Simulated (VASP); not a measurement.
## F: single point with PBE+D3(BJ)

F:

```
F
1.0
     2.64458   -1.82111    0.27909
     2.64458    1.82111    0.27909
    -0.84035    0.00000    6.86057
F
4
Direct
  0.91386 0.58555 0.09393
  0.41445 0.08614 0.40607
  0.08614 0.41445 0.90607
  0.58555 0.91386 0.59393
```

```
Program                : VASP 6.6.1
Task                   : single point
Functional             : PBE
Dispersion             : D3(BJ)
Potentials or basis    : VASP PAW PBE potentials, release 64 (F)
Cutoff                 : 520 eV
k mesh                 : 8 × 8 × 4
Occupations            : gaussian, width 0.05 eV
Spin                   : no spin polarisation
Dipole correction      : no
Further INCAR settings : ALGO = Normal; EDIFF = 1e-07; NBANDS = 22
```

The pressure is -1.4 GPa and the largest force is 0.427 eV/Å. The band gap on the k mesh is 2.68 eV. The dispersion energy per atom is -0.028 eV.

Forces in eV/Å, atoms in the order of the input:
```
F    0.050 -0.194 -0.377
F   -0.050 -0.194  0.377
F   -0.050  0.194  0.377
F    0.050  0.194 -0.377
```

Stress tensor (GPa, compression positive):
```
-0.24  0.00  0.37
 0.00 -1.03  0.00
 0.37  0.00 -3.05
```

Levels at points of the mesh, in eV from the valence-band top:
| k point | band 10 | band 11 | band 12 | band 13 | band 14 | band 15 | band 16 | band 17 | band 18 | band 19 |
| --- | --- | --- | --- | --- | --- | --- | --- | --- | --- | --- |
| (0.00, 0.00, 0.00) | -2.87 | -0.29 | -0.07 | 0.00 | 0.00 | 2.68 | 3.42 | 9.21 | 11.79 | 12.58 |
| (0.50, 0.00, 0.00) | -3.02 | -0.31 | -0.29 | -0.05 | -0.04 | 3.13 | 3.14 | 13.41 | 13.42 | 15.35 |
| (0.50, 0.50, 0.00) | -3.18 | -0.53 | -0.41 | -0.10 | -0.08 | 2.93 | 3.34 | 14.01 | 14.40 | 15.34 |
| (0.00, 0.00, 0.50) | -2.88 | -0.20 | -0.20 | 0.00 | 0.00 | 3.03 | 3.03 | 10.09 | 10.09 | 15.22 |
| (0.50, 0.00, 0.50) | -3.02 | -0.28 | -0.26 | -0.03 | -0.02 | 3.11 | 3.11 | 13.94 | 13.95 | 13.97 |
| (0.50, 0.50, 0.50) | -3.25 | -0.30 | -0.30 | -0.26 | -0.26 | 3.13 | 3.13 | 14.48 | 14.48 | 14.94 |

Run time: 39 s on 1 thread of AMD EPYC 9R45 96-Core Processor (Zen 5), on a shared host, peak memory 0.2 GiB.

A k mesh can miss the band edges.
